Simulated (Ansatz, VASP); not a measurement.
## One calculation of Pb, two programs

```
Pb
1.0
    -2.00935    2.00935    1.97966
     2.00935   -2.00935    1.97966
     2.00935    2.00935   -1.97966
Pb
1
Direct
  0.00000 0.00000 0.00000
```

Change from the starting cell: x and y stretched by +1.5 %, z held, PAW files.

Alike in both runs: task electric field gradients; functional PBEsol; k mesh 13 × 13 × 13; occupations fermi-dirac, width 0.08 eV; no spin polarisation.

|  | VASP | Ansatz |
| --- | --- | --- |
| version | VASP 6.6.1 | Ansatz 0.2.0 |
| potentials or method | VASP PAW PBE potentials, release 64 (Pb_d) | PAW with Ansatz's default frozen-core files, scalar-relativistic |
| plane-wave cutoff (eV) | 520 | 420 |
| valence electrons in the cell | 14 | 14 |

VASP gave:

```
pressure (GPa)                                                : -2.7
traceless stress, the component that is largest in VASP (GPa) : -0.24
size of Vzz on the site where it differs most (V/Å²)          : 8.2
```

Question: Estimate Ansatz's values.

Answer: Pressure (GPa): -2.7; traceless stress, the component that is largest in VASP (GPa): -0.24; size of Vzz on the site where it differs most (V/Å²): 8.3.

VASP's potentials were made for PBE, not for PBEsol.

Spin-orbit coupling is off throughout.
